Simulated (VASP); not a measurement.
# Sn (Pm-3m) in VASP: single point with PBEsol

Aim: the single point of Sn with PBEsol.

Everything below comes from runs of VASP 6.6.1. Logs are shortened: lines on timing, memory, paths and dates and some standing lists are left out, and cuts for length are marked.

**1. The cell of the first run**

It takes space group Pm-3m (No. 221, cubic). The conventional cell has a = 4.375 Å, b = 4.375 Å, c = 4.375 Å, α = 90.00°, β = 90.00°, γ = 90.00°. Within 5.7 Å of Sn (site symmetry m-3m) lie 6 Sn at 4.38 Å.

**2. Single point, PBEsol**

Contents of INCAR:

```
SYSTEM = Sn
PREC = Accurate
ENCUT = 500
EDIFF = 1E-6
ISMEAR = -1
SIGMA = 0.1
LREAL = .FALSE.
LASPH = .TRUE.
NELM = 120
ALGO = Normal
ISIF = 2
LWAVE = .FALSE.
LCHARG = .FALSE.
GGA = PS
NBANDS = 13
GGA_COMPAT = .FALSE.
```

Contents of KPOINTS:

```
regular mesh
0
G
  5 5 5
  0 0 0
```

Contents of POSCAR:

```
Sn
1.0
    4.3752430000      0.0000000000      0.0000000000
    0.0000000000      4.3752430000      0.0000000000
    0.0000000000      0.0000000000      4.3752430000
Sn
1
Direct
    0.0000000000      0.0000000000      0.0000000000
```

Potentials or basis: VASP PAW PBE potentials, release 64 (Sn_d).

Launch:

```sh
cat potpaw_PBE.64/Sn_d/POTCAR > POTCAR
mpirun -np 1 vasp_std > vasp.out
```

OUTCAR:

```text
SYSTEM = Sn
   PREC = Accurate
   ENCUT = 500
   EDIFF = 1E-6
   ISMEAR = -1
   LREAL = .FALSE.
   LASPH = .TRUE.
   NELM = 120
   ISIF = 2
   GGA = PS

 ion  position               nearest neighbor table
   1  0.000  0.000  0.000-

  LATTYP: Found a simple cubic cell.
 ALAT       =     4.3752430000

  Lattice vectors:

 A1 = (   4.3752430000,   0.0000000000,   0.0000000000)
 A2 = (   0.0000000000,   4.3752430000,   0.0000000000)
 A3 = (   0.0000000000,   0.0000000000,   4.3752430000)

Analysis of symmetry for initial positions (statically):
=====================================================================
 Subroutine PRICEL returns:
 Original cell was already a primitive cell.

 Routine SETGRP: Setting up the symmetry group for a
 simple cubic supercell.

 Subroutine GETGRP returns: Found 48 space group operations
 (whereof 48 operations were pure point group operations)
 out of a pool of 48 trial point group operations.

The static configuration has the point symmetry O_h .

Analysis of symmetry for dynamics (positions and initial velocities):
=====================================================================
 Subroutine PRICEL returns:
 Original cell was already a primitive cell.

 Routine SETGRP: Setting up the symmetry group for a
 simple cubic supercell.

 Subroutine GETGRP returns: Found 48 space group operations
 (whereof 48 operations were pure point group operations)
 out of a pool of 48 trial point group operations.

The dynamic configuration has the point symmetry O_h .

 Subroutine INISYM returns: Found 48 space group operations
 (whereof 48 operations are pure point group operations),
 and found     1 'primitive' translations

----------------------------------------------------------------------------------------

                                     Primitive cell

  volume of cell :      83.7542

  direct lattice vectors                    reciprocal lattice vectors
     4.375243000  0.000000000  0.000000000     0.228558734  0.000000000  0.000000000
     0.000000000  4.375243000  0.000000000     0.000000000  0.228558734  0.000000000
     0.000000000  0.000000000  4.375243000     0.000000000  0.000000000  0.228558734

  length of vectors
     4.375243000  4.375243000  4.375243000     0.228558734  0.228558734  0.228558734

  position of ions in fractional coordinates (direct lattice)
     0.000000000  0.000000000  0.000000000

  ion indices of the primitive-cell ions
   primitive index   ion index
                 1           1

----------------------------------------------------------------------------------------

 KPOINTS: regular mesh

Automatic generation of k-mesh.
 Grid dimensions read from file:
 generate k-points for:    5    5    5

 Generating k-lattice:

  Cartesian coordinates                     Fractional coordinates (reciprocal lattice)
     0.045711747  0.000000000  0.000000000     0.200000000  0.000000000  0.000000000
     0.000000000  0.045711747  0.000000000     0.000000000  0.200000000  0.000000000
     0.000000000  0.000000000  0.045711747     0.000000000  0.000000000  0.200000000

  Length of vectors
     0.045711747  0.045711747  0.045711747

  Shift w.r.t. Gamma in fractional coordinates (k-lattice)
     0.000000000  0.000000000  0.000000000

 Subroutine IBZKPT returns following result:
 ===========================================

 Found     10 irreducible k-points:

 Following reciprocal coordinates:
            Coordinates               Weight
  0.000000  0.000000  0.000000      1.000000
  0.200000  0.000000  0.000000      6.000000
  0.400000  0.000000  0.000000      6.000000
  0.200000  0.200000  0.000000     12.000000
  0.400000  0.200000  0.000000     24.000000
  0.400000  0.400000  0.000000     12.000000
  0.200000  0.200000  0.200000      8.000000
  0.400000  0.200000  0.200000     24.000000
  0.400000  0.400000  0.200000     24.000000
  0.400000  0.400000  0.400000      8.000000
   k-points           NKPTS =     10   k-points in BZ     NKDIM =     10   number of bands    NBANDS=     13
   number of dos      NEDOS =    301   number of ions     NIONS =      1
   total plane-waves  NPLWV =  32768
   dimension x,y,z NGX =    32 NGY =   32 NGZ =   32
   dimension x,y,z NGXF=    64 NGYF=   64 NGZF=   64
   ions per type =               1
   NGX,Y,Z   is equivalent  to a cutoff of  12.16, 12.16, 12.16 a.u.
   NGXF,Y,Z  is equivalent  to a cutoff of  24.32, 24.32, 24.32 a.u.
 SYSTEM =  Sn
   PREC   = accura    normal or accurate (medium, high low for compatibility)
   ISTART =      0    job   : 0-new  1-cont  2-samecut
   ICHARG =      2    charge: 1-file 2-atom 10-const
   ISPIN  =      1    spin polarized calculation?
   LNONCOLLINEAR =      F non collinear calculations
   LSORBIT =      F    spin-orbit coupling
   LASPH  =      T    aspherical Exc in radial PAW
   ENCUT  =  500.0 eV  36.75 Ry    6.06 a.u.   7.98  7.98  7.98*2*pi/ulx,y,z
   NELM   =    120;   NELMIN=  2; NELMDL= -5     # of ELM steps
   EDIFF  = 0.1E-05   stopping-criterion for ELM
   LREAL  =      F    real-space projection
   EDIFFG = 0.1E-04   stopping-criterion for IOM
   NSW    =      0    number of steps for IOM
   IBRION =     -1    ionic relax: 0-MD 1-quasi-New 2-CG
   NFREE  =      0    steps in history (QN), initial steepest desc. (CG)
   ISIF   =      2    stress and relaxation
   ISYM   =      2    0-nonsym 1-usesym 2-fastsym
   POTIM  = 0.5000    time-step for ionic-motion
   TEBEG  =    0.0;   TEEND  =   0.0 temperature during run
   PSTRESS=    0.0 pullay stress
   NELECT =      14.0000    total number of electrons
   NUPDOWN=      -1.0000    fix difference up-down
   EMIN   =  10.00;   EMAX   =-10.00  energy-range for DOS
   EFERMI =   0.00;   METHOD = LEGACY
   ISMEAR =    -1;   SIGMA  =   0.10  broadening in eV -4-tet -1-fermi 0-gaus
   EFERMI_NEDOS =   21; number of points for ismear=-14 and -15
   IALGO  =     38    algorithm
   IMIX   =      4    mixing-type and parameters
     AMIX     =   0.40;   BMIX     =  1.00
     AMIX_MAG =   1.60;   BMIX_MAG =  1.00
  volume/ion in A,a.u.               =      83.75       565.20
  Fermi-wavevector in a.u.,A,eV,Ry     =   0.901811  1.704175 11.065106  0.813262
  Thomas-Fermi vector in A             =   2.024937
   LORBIT       =      0    0 simple, 1 ext, 2 COOP (PROOUT), +10 PAW based schemes
   GGA     = PS    functional components
   LHFCALC =     F    Hartree Fock is set to
   AEXX    =    0.0000 exact exchange contribution
   IVDW    =     0    specifies the selected vdW correction
   LEPSILON=     F    determine dielectric tensor
   LRPA    =     F    only Hartree local field effects (RPA)
 non-spin polarized calculation
  energy-cutoff  :      500.00
  volume of cell :       83.75
 maximum number of plane-waves:      2146
 NGX is ok and might be reduce to    32
   NGX = 15   NGY = 15   NGZ = 15

 number of electron      13.9999990 magnetization

 Free energy of the ion-electron system (eV)
  ---------------------------------------------------
  ext. energy  EPLUGINS =         0.00000000
  ---------------------------------------------------
  free energy    TOTEN  =        -2.07746664 eV

  energy without entropy =       -2.02251780  energy(sigma->0) =       -2.04999222

 E-fermi :  -0.3133     XC(G=0):  -6.0565

 val. band max:       -0.4869181335   @ k =   0.4000   0.4000   0.2000
 cond. band min:      -0.2241608136   @ k =   0.4000   0.4000   0.4000
 fundamental gap:      0.2627573199
 Fermi energy:        -0.3133447521

 k-point     1 :       0.0000    0.0000    0.0000
  band No.  band energies     occupation
      1     -22.0509      2.00000
      2     -22.0509      2.00000
      3     -22.0447      2.00000
      4     -22.0447      2.00000
      5     -22.0447      2.00000
      6      -7.3489      2.00000
      7       1.4750      0.00000
      8       1.4750      0.00000
      9       1.4750      0.00000
     10       3.6010      0.00000
     11       5.5183      0.00000
     12       5.5183      0.00000
     13      11.3306      0.00000

 k-point     2 :       0.2000    0.0000    0.0000
  band No.  band energies     occupation
      1     -22.0509      2.00000
      2     -22.0481      2.00000
      3     -22.0454      2.00000
      4     -22.0454      2.00000
      5     -22.0447      2.00000
      6      -7.2063      2.00000
      7       0.0849      0.03659
      8       1.6109      0.00000
      9       1.6109      0.00000
     10       4.3092      0.00000
     11       5.7651      0.00000
     12       6.9774      0.00000
     13       9.5966      0.00000

 k-point     3 :       0.4000    0.0000    0.0000
  band No.  band energies     occupation
      1     -22.0507      2.00000
      2     -22.0465      2.00000
      3     -22.0465      2.00000
      4     -22.0446      2.00000
      5     -22.0434      2.00000
      6      -6.9374      2.00000
      7      -1.2634      1.99985
      8       1.8602      0.00000
      9       1.8602      0.00000
     10       5.1792      0.00000
     11       6.3603      0.00000
     12       7.0362      0.00000
     13       8.2215      0.00000
[... 81 lines left out ...]
 k-point     9 :       0.4000    0.4000    0.2000
  band No.  band energies     occupation
      1     -22.0483      2.00000
      2     -22.0471      2.00000
      3     -22.0470      2.00000
      4     -22.0441      2.00000
      5     -22.0395      2.00000
      6      -6.4165      2.00000
      7      -0.5472      1.82407
      8      -0.4869      1.70029
      9       1.0745      0.00000
     10       4.0618      0.00000
     11       6.2742      0.00000
     12       6.5038      0.00000
     13       8.7706      0.00000

 k-point    10 :       0.4000    0.4000    0.4000
  band No.  band energies     occupation
      1     -22.0482      2.00000
      2     -22.0482      2.00000
      3     -22.0482      2.00000
      4     -22.0394      2.00000
      5     -22.0394      2.00000
      6      -6.1740      2.00000
      7      -0.2242      0.58146
      8      -0.1568      0.34565
      9      -0.1568      0.34565
     10       4.5361      0.00000
     11       4.9922      0.00000
     12       4.9922      0.00000
     13       7.2697      0.00000

------------------------ aborting loop because EDIFF is reached ----------------------------------------

  FORCE on cell =-STRESS in cart. coord.  units (eV):
  Direction    XX          YY          ZZ          XY          YZ          ZX
  --------------------------------------------------------------------------------------
  -------------------------------------------------------------------------------------
  Total       -2.3175182     -2.3175182     -2.3175182      0.0000000      0.0000000     -0.0000000
  in kB      -44.3330079    -44.3330079    -44.3330079      0.0000000      0.0000000     -0.0000000
  external PRESSURE =     -44.3330079 kB  Pullay stress =       0.0000000 kB

 VOLUME and BASIS-vectors are now :
 -----------------------------------------------------------------------------
  energy-cutoff  :      500.00
  volume of cell :       83.75
      direct lattice vectors                 reciprocal lattice vectors
     4.375243000  0.000000000  0.000000000     0.228558734  0.000000000  0.000000000
     0.000000000  4.375243000  0.000000000     0.000000000  0.228558734  0.000000000
     0.000000000  0.000000000  4.375243000     0.000000000  0.000000000  0.228558734

 POSITION                                       TOTAL-FORCE (eV/Angst)
 -----------------------------------------------------------------------------------
      0.00000      0.00000      0.00000         0.000000      0.000000      0.000000
 -----------------------------------------------------------------------------------
    total drift:                                0.000000     -0.000000      0.000000

  FREE ENERGIE OF THE ION-ELECTRON SYSTEM (eV)
  ---------------------------------------------------
  free  energy   TOTEN  =        -2.0774666413 eV

  energy  without entropy=       -2.0225177965  energy(sigma->0) =       -2.04999222
```

It took 9.4 s on 1 thread of Intel Xeon 8259CL, shared host; peak memory 0.17 GiB.

What came out:

```
Free energy            : -2.0775 eV
Pressure               : -4.4 GPa
Band gap on the k mesh : zero (band 7 reaches 1.48 eV, above the bottom of band 8 at -0.66 eV)
```

Levels at points of the mesh, in eV from the Fermi level:
```tsv
k point	band 2	band 3	band 4	band 5	band 6	band 7	band 8	band 9	band 10	band 11
(0.00, 0.00, 0.00)	-21.74	-21.73	-21.73	-21.73	-7.04	1.79	1.79	1.79	3.91	5.83
```

Caveat: the PAW data sets were made with another functional, which shifts forces and pressure a little; spin-orbit coupling is left out, which moves the levels of the heavy elements.
